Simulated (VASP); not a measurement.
Crystal: CoO.

```
Co O
1.0
     1.50547    0.86918    2.43993
    -1.50547    0.86918    2.43993
     0.00000   -1.73837    2.43993
Co O
1 1
Direct
  0.00000 0.00000 0.00000
  0.50000 0.50000 0.50000
```

Base run:

* Program: VASP 6.6.1
* Functional: PBEsol
* Potentials or basis: VASP PAW PBE potentials, release 64 (Co, O)
* Cutoff: 520 eV
* k mesh: 18 × 18 × 18
* Occupations: gaussian, width 0.1 eV
* Spin: collinear spin, ferromagnetic start
* Starting moments: [3.98, 1.52] μB
* Fixed moment: 6 μB

Its results: pressure 83.6 GPa; site moments Co +4.00; O +1.29 μB.

Q: The run is repeated on the same cell with these changes: fixed moment from 6 μB to 3 μB; moments at the start from [3.98, 1.52] to [2.78, 0.39]. What comes out?

A: Pressure -8.9 GPa; site moments Co +2.61; O +0.34 μB.

Caveats: the PAW data sets were made with another functional, which shifts forces and pressure a little; the total moment is fixed, so each spin has its own Fermi level and the state may be an excited one; a cell with one magnetic atom can't hold antiferromagnetic order, which such compounds often take; the cell stands under pressure (at least some runs); the cell stands under tension (at least some runs).
